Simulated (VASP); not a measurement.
Input of a VASP 6.6.1 run:

The input POSCAR:

```
PbS
1.0
    3.6042791765      0.0000000000      0.0000000000
    0.0000000000      3.6042791765      0.0000000000
    0.0000000000      0.0000000000      3.6042791765
Pb S
1 1
Direct
    0.0000000000      0.0000000000      0.0000000000
    0.5000000000      0.5000000000      0.5000000000
```

The input INCAR.step1:

```
SYSTEM = PbS
PREC = Accurate ; ENCUT = 520
EDIFF = 1E-5 ; ISMEAR = -1
SIGMA = 0.05 ; LREAL = .False.
LASPH = .True. ; NELM = 80
ALGO = Normal ; ISIF = 2
LWAVE = .True. ; NBANDS = 17
GGA = PE
```

File INCAR.step2:

```
SYSTEM = PbS
PREC = Accurate ; ENCUT = 520
EDIFF = 1E-6 ; ISMEAR = -1
SIGMA = 0.05 ; LREAL = .False.
LASPH = .True. ; NELM = 80
ALGO = Normal ; ISIF = 2
LWAVE = .False. ; LCHARG = .True.
GGA = PE ; LHFCALC = .True.
AEXX = 0.25 ; PRECFOCK = Normal
LELF = .True. ; LVHAR = .True.
NBANDS = 17 ; ISTART = 1
```

The input KPOINTS:

```
Automatic mesh
0
Gamma
  4 4 4
  0 0 0
```

Potentials or basis: VASP PAW PBE potentials, release 64 (Pb_d, S).

The run is started by

```console
$ cat potpaw_PBE.64/Pb_d/POTCAR potpaw_PBE.64/S/POTCAR > POTCAR
$ cp INCAR.step1 INCAR
$ mpirun -np 1 vasp_std > vasp.out
$ cp INCAR.step2 INCAR
$ mpirun -np 1 vasp_std > vasp.out
```

Task: Predict the pressure.

Result: -0.4 GPa.

Task: Predict the band gap on the k mesh.

Result: Zero (band 10 reaches 6.63 eV, above the bottom of band 11 at 5.67 eV).

Caveat: the k points lie up to 0.44 Å⁻¹ apart; the PAW data sets were made with another functional, which shifts forces and pressure a little; spin-orbit coupling is left out, which moves the levels of the heavy elements.
